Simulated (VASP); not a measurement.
# Mg3Cd2S5 (P1) in VASP: relaxation of cell and atoms with PBE

Aim: the relaxation of cell and atoms of Mg3Cd2S5 with PBE.

Everything below comes from runs of VASP 6.6.1. Logs are shortened: lines on timing, memory, paths and dates and some standing lists are left out, and cuts for length are marked.

## (1) The cell of the first run

The typed cell holds 10 atoms: a = 3.721 Å, b = 3.888 Å, c = 13.595 Å, α = 97.43°, β = 97.53°, γ = 90.46°.

## (2) Relaxation of cell and atoms, PBE

Contents of INCAR:

```
SYSTEM = Mg3Cd2S5
ALGO = Normal
EDIFF = 1E-6
EDIFFG = -0.025
ENCUT = 600
GGA = PE
IBRION = 2
ISIF = 3
ISMEAR = 0
LASPH = .True.
LCHARG = .False.
LREAL = .False.
LWAVE = .False.
NELM = 80
NSW = 80
PREC = Accurate
SIGMA = 0.1
```

Contents of KPOINTS:

```
k-points
0
Gamma
  4 4 4
  0 0 0
```

Contents of POSCAR:

```
Mg3Cd2S5
1.0
   -0.0153646580     -3.7212846949      0.0089169417
    3.8882054608      0.0153646580      0.0244942836
   -1.8496411802      1.8213687596     13.3448007330
Mg Cd S
3 2 5
Direct
    0.6042211351      0.5722268230      0.1928635705
    0.3887038741      0.4097268147      0.8041898297
    1.0201315570      1.0256871060      1.0011912409
    0.1890537856      0.1875819597      0.3960258720
    0.7830901159      0.7822746197      0.6020413009
    0.6982043420      0.7114005525      0.3896759588
    0.3093559747      0.3057945637      0.6077586967
    0.9065525137      0.8932511151      0.8097645335
    0.4969192468      0.5083646686      0.0012116049
    0.1037674553      0.1036917769      0.1952773922
```

Potentials or basis: VASP PAW PBE potentials, release 64 (Mg, Cd, S).

The run is started by

```bash
$ cat potpaw_PBE.64/Mg/POTCAR potpaw_PBE.64/Cd/POTCAR potpaw_PBE.64/S/POTCAR > POTCAR
$ mpirun -np 1 vasp_std > vasp.out
```

OUTCAR:

```text
SYSTEM = Mg3Cd2S5
   EDIFF = 1E-6
   EDIFFG = -0.025
   ENCUT = 600
   GGA = PE
   IBRION = 2
   ISIF = 3
   ISMEAR = 0
   LASPH = .True.
   LREAL = .False.
   NELM = 80
   NSW = 80
   PREC = Accurate

 ion  position               nearest neighbor table
   1  0.604  0.572  0.193-   9 2.56  10 2.60  10 2.61   6 2.64  10 2.76  10 2.79   3 3.61
   2  0.389  0.410  0.804-   8 2.61   7 2.63   9 2.63   8 2.67   8 2.70   8 2.80   3 3.64
   3  0.020  0.026  0.001-   8 2.56   9 2.57  10 2.59   9 2.69   9 2.72   9 2.79   1 3.61   2 3.64

   4  0.189  0.188  0.396-   6 2.58   6 2.66  10 2.68   6 2.75   6 2.79   7 2.83
   5  0.783  0.782  0.602-   7 2.56   7 2.70   7 2.71   8 2.78   7 2.80   6 2.84
   6  0.698  0.711  0.390-   4 2.58   1 2.64   4 2.66   4 2.75   4 2.79   5 2.84
   7  0.309  0.306  0.608-   5 2.56   2 2.63   5 2.70   5 2.71   5 2.80   4 2.83
   8  0.907  0.893  0.810-   3 2.56   2 2.61   2 2.67   2 2.70   5 2.78   2 2.80
   9  0.497  0.508  0.001-   1 2.56   3 2.57   2 2.63   3 2.69   3 2.72   3 2.79
  10  0.104  0.104  0.195-   3 2.59   1 2.60   1 2.61   4 2.68   1 2.76   1 2.79

  LATTYP: Found a triclinic cell.
 ALAT       =    13.6165231639
 B/A-ratio  =     0.2732949559
 C/A-ratio  =     0.2855584295
 COS(alpha) =     0.0080650549
 COS(beta)  =     0.1313360623
 COS(gamma) =     0.1424440242

  Lattice vectors:

 A1 = (   1.8650058382,   1.8999159353, -13.3537176747)
 A2 = (   0.0153646580,   3.7212846949,  -0.0089169417)
 A3 = (   3.8882054608,   0.0153646580,   0.0244942836)

Analysis of symmetry for initial positions (statically):
=====================================================================
 Subroutine PRICEL returns:
 Original cell was already a primitive cell.

 Routine SETGRP: Setting up the symmetry group for a
 triclinic supercell.

 Subroutine GETGRP returns: Found  1 space group operations
 (whereof  1 operations were pure point group operations)
 out of a pool of  2 trial point group operations.

The static configuration has the point symmetry C_1 .

Analysis of symmetry for dynamics (positions and initial velocities):
=====================================================================
 Subroutine PRICEL returns:
 Original cell was already a primitive cell.

 Routine SETGRP: Setting up the symmetry group for a
 triclinic supercell.

 Subroutine GETGRP returns: Found  1 space group operations
 (whereof  1 operations were pure point group operations)
 out of a pool of  2 trial point group operations.

[... 133 lines left out ...]
   IALGO  =     38    algorithm
   IMIX   =      4    mixing-type and parameters
     AMIX     =   0.40;   BMIX     =  1.00
     AMIX_MAG =   1.60;   BMIX_MAG =  1.00
  volume/ion in A,a.u.               =      19.33       130.46
  Fermi-wavevector in a.u.,A,eV,Ry     =   1.108414  2.094598 16.715857  1.228581
  Thomas-Fermi vector in A             =   2.244940
   LORBIT       =      0    0 simple, 1 ext, 2 COOP (PROOUT), +10 PAW based schemes
   GGA     = PE    functional components
   LHFCALC =     F    Hartree Fock is set to
   AEXX    =    0.0000 exact exchange contribution
   IVDW    =     0    specifies the selected vdW correction
   LEPSILON=     F    determine dielectric tensor
   LRPA    =     F    only Hartree local field effects (RPA)
 conjugate gradient relaxation of ions
 non-spin polarized calculation
 Gauss-broadening in eV      SIGMA  =   0.10
  energy-cutoff  :      600.00
  volume of cell :      193.32
 maximum number of plane-waves:      6478
 NGX is ok and might be reduce to    30
   NGX = 15   NGY = 15   NGZ = 55

--------------------------------------- Ionic step        1  -------------------------------------------

 number of electron      59.9999997 magnetization

 Free energy of the ion-electron system (eV)
  ---------------------------------------------------
  ext. energy  EPLUGINS =         0.00000000
  ---------------------------------------------------
  free energy    TOTEN  =       -36.82284266 eV

  energy without entropy =      -36.82284266  energy(sigma->0) =      -36.82284266

------------------------ aborting loop because EDIFF is reached ----------------------------------------

  FORCE on cell =-STRESS in cart. coord.  units (eV):
  Direction    XX          YY          ZZ          XY          YZ          ZX
  --------------------------------------------------------------------------------------
  -------------------------------------------------------------------------------------
  Total       -2.3638835      2.3287549     -0.5682156     -0.7598212      0.2352475     -0.7981642
  in kB      -19.5914461     19.3003067     -4.7092695     -6.2972633      1.9496892     -6.6150427
  external PRESSURE =      -1.6668029 kB  Pullay stress =       0.0000000 kB
[... 113 lines left out ...]
  FREE ENERGIE OF THE ION-ELECTRON SYSTEM (eV)
  ---------------------------------------------------
  free  energy   TOTEN  =       -36.9460137619 eV

  energy  without entropy=      -36.9460137619  energy(sigma->0) =      -36.94601376

[... ionic steps 4 to 9 ...]

--------------------------------------- Ionic step       10  -------------------------------------------

 number of electron      59.9999999 magnetization

------------------------ aborting loop because EDIFF is reached ----------------------------------------
[... 83 lines left out ...]
--------------------------------------- Ionic step       12  -------------------------------------------

 number of electron      59.9999999 magnetization

 Free energy of the ion-electron system (eV)
  ---------------------------------------------------
  ext. energy  EPLUGINS =         0.00000000
  ---------------------------------------------------
  free energy    TOTEN  =       -36.97263717 eV

  energy without entropy =      -36.97263717  energy(sigma->0) =      -36.97263717

 E-fermi :   3.8912     XC(G=0):  -9.8961

 val. band max:        3.4069246808   @ k =   0.5000  -0.0000   0.5000
 cond. band min:       4.4222990671   @ k =   0.0000  -0.0000   0.5000
 fundamental gap:      1.0153743863
 Fermi energy:         3.8911602102

 k-point     1 :       0.0000    0.0000    0.0000
  band No.  band energies     occupation
      1      -9.4596      2.00000
      2      -9.0506      2.00000
      3      -8.9668      2.00000
      4      -8.4353      2.00000
      5      -7.9189      2.00000
      6      -4.4647      2.00000
[... 925 lines left out ...]
     35       8.5432      0.00000
     36       9.3741      0.00000

 [... further k-points ...]
[... 5 lines left out ...]
  --------------------------------------------------------------------------------------
  -------------------------------------------------------------------------------------
  Total        0.1386355      0.0617107      0.0248406     -0.0091526     -0.0086256      0.0051906
  in kB        1.1588002      0.5158155      0.2076330     -0.0765028     -0.0720979      0.0433863
  external PRESSURE =       0.6274162 kB  Pullay stress =       0.0000000 kB
[... 25 lines left out ...]
  FREE ENERGIE OF THE ION-ELECTRON SYSTEM (eV)
  ---------------------------------------------------
  free  energy   TOTEN  =       -36.9726371718 eV

  energy  without entropy=      -36.9726371718  energy(sigma->0) =      -36.97263717

 reached required accuracy - stopping structural energy minimisation
```

OSZICAR:

```text
N       E                     dE             d eps       ncg     rms          rms(c)
DAV:   1     0.400352934121E+03    0.40035E+03   -0.29450E+04  2592   0.166E+03
DAV:   2    -0.630741304243E+01   -0.40666E+03   -0.39511E+03  3060   0.331E+02
DAV:   3    -0.389764560862E+02   -0.32669E+02   -0.32456E+02  3024   0.906E+01
DAV:   4    -0.395457282034E+02   -0.56927E+00   -0.56831E+00  3140   0.124E+01
[... 106 lines left out ...]
DAV:   2    -0.369728182970E+02   -0.74751E-04   -0.95320E-03  2832   0.560E-01    0.136E-01
DAV:   3    -0.369726990388E+02    0.11926E-03   -0.23496E-04  3176   0.101E-01    0.959E-02
DAV:   4    -0.369726347356E+02    0.64303E-04   -0.15937E-04  2912   0.684E-02    0.436E-02
DAV:   5    -0.369726367304E+02   -0.19948E-05   -0.26677E-05  2960   0.282E-02    0.129E-02
DAV:   6    -0.369726371718E+02   -0.44145E-06   -0.17915E-06  1756   0.105E-02
  12 F= -.36972637E+02 E0= -.36972637E+02  d E =-.770801E-03
```

CONTCAR:

```text
Mg3Cd2S5
   1.00000000000000
    -0.0007565992926713   -3.7909589576457514   -0.0010137978730213
     3.7886680061084270    0.0000714344652591   -0.0001200105581000
    -1.8924175375696937    1.8980865988459115   13.3462504586196591
  Mg              Cd              S
     3     2     5
Direct
     0.5995743252094651    0.5964707073757658    0.1933963840837186
     0.4018489734065182    0.4037813391728494    0.8064724996308628
     0.0029040875963668    0.0038121313310184    0.0000012550585315
     0.1973058912331388    0.1973978905109784    0.3969613209606732
     0.7977506361460731    0.7980413098668335    0.6031493027246507
     0.6959451060105220    0.6959600970782759    0.3928911392400165
     0.3009405706074601    0.3016777742770776    0.6072667961518238
     0.9027016506843608    0.9056229719684852    0.8076156060814642
     0.5023467291689874    0.5025159873722737    0.9999478626462903
     0.0986820301371042    0.0947197909464406    0.1922978335219701

  0.00000000E+00  0.00000000E+00  0.00000000E+00
  0.00000000E+00  0.00000000E+00  0.00000000E+00
  0.00000000E+00  0.00000000E+00  0.00000000E+00
  0.00000000E+00  0.00000000E+00  0.00000000E+00
  0.00000000E+00  0.00000000E+00  0.00000000E+00
  0.00000000E+00  0.00000000E+00  0.00000000E+00
  0.00000000E+00  0.00000000E+00  0.00000000E+00
  0.00000000E+00  0.00000000E+00  0.00000000E+00
  0.00000000E+00  0.00000000E+00  0.00000000E+00
  0.00000000E+00  0.00000000E+00  0.00000000E+00
```

It took 21 min on 1 thread of Intel Xeon 6975P-C (Granite Rapids), shared host; peak memory 0.52 GiB.

What came out:

- Free energy: -36.9726 eV
- Relaxed volume: 19.17 Å³/atom
- Relaxed cell: a = 3.791 Å, b = 3.789 Å, c = 13.613 Å, α = 97.99°, β = 98.03°, γ = 90.01°
- Space group after relaxing (to 0.1 Å): I4/mmm (No. 139)
- Energy gained by relaxing: 15.0 meV/atom
- Ionic steps: 12
- Pressure after relaxing: 0.1 GPa
- Largest force after relaxing: 0.024 eV/Å
- Band gap on the k mesh: 1.02 eV (least direct gap 1.46 eV)

Forces on the atoms (eV/Å):
```
Mg  -0.004  0.006 -0.001
Mg   0.004 -0.003  0.006
Mg  -0.012  0.007 -0.004
Cd   0.007 -0.006  0.002
Cd   0.018 -0.015 -0.004
S   -0.008  0.001  0.000
S   -0.003  0.001 -0.010
S   -0.011 -0.008  0.009
S   -0.010  0.010  0.001
S    0.019  0.007  0.001
```

The path:
```
step  energy change (eV)  largest force (eV/Å)  pressure (GPa)  volume (Å³)
   1              0.0000                0.4976           -0.17       193.32
   2             -0.0863                0.3137           -0.11       192.72
   3             -0.1232                0.1496            0.08       191.91
   4             -0.1335                0.1293           -0.07       192.20
   5             -0.1416                0.0913           -0.33       192.75
   6             -0.1439                0.0724            0.34       191.00
   7             -0.1442                0.0735            0.18       191.41
   8             -0.1465                0.0550            0.08       191.64
   9             -0.1473                0.0472           -0.01       191.86
  10             -0.1484                0.0379           -0.02       191.88
  11             -0.1490                0.0326           -0.03       191.91
  12             -0.1498                0.0236            0.06       191.68
```

Final structure:
```cif
data_structure
_symmetry_space_group_name_H-M 'P 1'
_symmetry_Int_Tables_number 1
_cell_length_a 3.7910
_cell_length_b 3.7887
_cell_length_c 13.6127
_cell_angle_alpha 97.993
_cell_angle_beta 98.029
_cell_angle_gamma 90.013
_cell_volume 191.68
loop_
_atom_site_label
_atom_site_type_symbol
_atom_site_fract_x
_atom_site_fract_y
_atom_site_fract_z
_atom_site_occupancy
Mg1 Mg 0.59957 0.59647 0.19340 1
Mg2 Mg 0.40185 0.40378 0.80647 1
Mg3 Mg 0.00290 0.00381 0.00000 1
Cd1 Cd 0.19731 0.19740 0.39696 1
Cd2 Cd 0.79775 0.79804 0.60315 1
S1 S 0.69595 0.69596 0.39289 1
S2 S 0.30094 0.30168 0.60727 1
S3 S 0.90270 0.90562 0.80762 1
S4 S 0.50235 0.50252 0.99995 1
S5 S 0.09868 0.09472 0.19230 1
```

Caveat: the k points lie up to 0.42 Å⁻¹ apart in the final cell. A k mesh can miss the band edges.
